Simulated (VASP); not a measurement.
Crystal: Ga.

```xyz
1
Lattice="1.7464 1.0083 1.8602 -1.7464 1.0083 1.8602 0.0000 -2.0165 1.8602" Properties=species:S:1:pos:R:3 pbc="T T T"
Ga    0.0000    0.0000    2.7902
```

```yaml
Program: VASP 6.6.1
Task: relaxation of cell and atoms
Functional: PBE
Potentials_or_basis: VASP PAW PBE potentials, release 64 (Ga_d)
Cutoff: 600 eV
k_mesh: 15 × 15 × 15
Occupations: gaussian, width 0.1 eV
Spin: no spin polarisation
```

At the start: pressure -0.0 GPa; volume 19.65 Å³/atom.

Task: How do energy, volume and symmetry change on relaxing?

Result: Over 6 steps the energy falls by 11.6 meV/atom and the volume is 19.36 Å³/atom (-1.5 %); space group R-3m (No. 166, to 0.1 Å) before and after.

Step by step:
| step | energy change (eV) | largest force (eV/Å) | pressure (GPa) | volume (Å³) |
| --- | --- | --- | --- | --- |
| 1 | 0.0000 | 0.0000 | -0.02 | 19.65 |
| 2 | -0.0045 | 0.0000 | -0.23 | 19.64 |
| 3 | -0.0112 | 0.0000 | -0.53 | 19.59 |
| 4 | -0.0112 | 0.0000 | -0.58 | 19.59 |
| 5 | -0.0116 | 0.0000 | 0.20 | 19.27 |
| 6 | -0.0116 | 0.0000 | -0.01 | 19.36 |

Final structure:
```yaml
crystal:
  lattice:
    - [1.69223, 0.97701, 1.95126]
    - [-1.69223, 0.97701, 1.95126]
    - [0.00000, -1.95402, 1.95126]
  atoms:
    - { symbol: Ga, position: [0.50000, 0.50000, 0.50000] }
```
